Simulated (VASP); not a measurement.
Wanted: the native input for a VASP 6.6.1 run.

```yaml
Task: single point
Functional: LDA
Potentials_or_basis: VASP PAW LDA potentials, release 64 (Ti_sv, O_h)
Cutoff: 1340 eV
k_mesh: 8 × 8 × 10
Occupations: gaussian, width 0.05 eV
Spin: no spin polarisation
Dipole_correction: no
Further_INCAR_settings: ALGO = Normal; EDIFF = 1e-06; NBANDS = 33
```

The structure of TiO2 lies in POSCAR:

```
TiO2
1.0
    4.3486955867      0.0000000000      0.0000000000
    0.0000000000      4.3486955867      0.0000000000
    0.0000000000      0.0000000000      3.0223434328
Ti O
2 4
Direct
    0.0000000000      0.0000000000      0.0000000000
    0.5000000000      0.5000000000      0.5000000000
    0.3039457556      0.3039457556      0.0000000000
    0.1960542444      0.8039457556      0.5000000000
    0.6960542444      0.6960542444      0.0000000000
    0.8039457556      0.1960542444      0.5000000000
```

One way to write it, as run:

INCAR

```
SYSTEM = TiO2
  PREC = Accurate
  ENCUT = 1340
  EDIFF = 1E-6
  ISMEAR = 0
  SIGMA = 0.05
  LREAL = .False.
  LASPH = .True.
  NELM = 120
  ALGO = Normal
  ISIF = 2
  LWAVE = .False.
  LCHARG = .False.
  NBANDS = 33
  GGA_COMPAT = .False.
```

KPOINTS

```
regular mesh
0
Gamma
  8 8 10
  0 0 0
```

Potentials or basis: VASP PAW LDA potentials, release 64 (Ti_sv, O_h).

Run with:

```bash
$ cat potpaw_LDA.64/Ti_sv/POTCAR potpaw_LDA.64/O_h/POTCAR > POTCAR
$ mpirun -np 1 vasp_std > vasp.out
```

It gave:

```yaml
Pressure: 14.0 GPa
Largest_force: 0.068 eV/Å
Band_gap_on_the_k_mesh: 1.93 eV
```

Caveat: the stress differs along the axes, from 1 to 21 GPa.

It took 8.4 min on 1 thread of Intel(R) Xeon(R) Platinum 8488C (Sapphire Rapids) (shared host), peak memory 0.64 GiB.
